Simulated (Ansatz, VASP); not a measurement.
Two plane-wave programs on Si5C3

```xyz
8
Lattice="3.2121 0.0000 0.0000 0.0000 3.2121 0.0000 0.0000 0.0000 9.5788" Properties=species:S:1:pos:R:3 pbc="T T T"
Si    1.6060    0.0000    3.7263
Si    0.0000    1.6060    1.6211
Si    1.6060    0.0000    7.9578
Si    0.0000    1.6060    5.8525
Si    0.0000    0.0000    0.0000
C     1.6060    1.6060    2.6610
C     1.6060    1.6060    6.9178
C     0.0000    0.0000    4.7894
```

Alike in both runs: functional PBE; k mesh 10 × 10 × 4; occupations gaussian, width 0.1 eV; no spin polarisation.

Ansatz relaxed the structure, and its values are those at the end. VASP's run is a single point on that final structure, the one shown.

```csv
,VASP,Ansatz
version,VASP 6.6.1,Ansatz 0.2.0
potentials or method,"VASP PAW PBE potentials, release 64 (Si, C), cutoff 520 eV","scalar-relativistic, plane waves, PAW"
valence electrons in the cell,32,32
```

```csv
,VASP,Ansatz,Ansatz less VASP
gap on the k mesh at the Fermi level (eV),none,none,-
pressure (GPa),0.0,0.0,+0.07
rms of the force components (eV/Å),0.004,0.001,-0.0039
```

A gap of «none» marks a metal or a gap that the smearing closes. With one functional, cell and mesh, what is left measures potentials, basis and numerics.
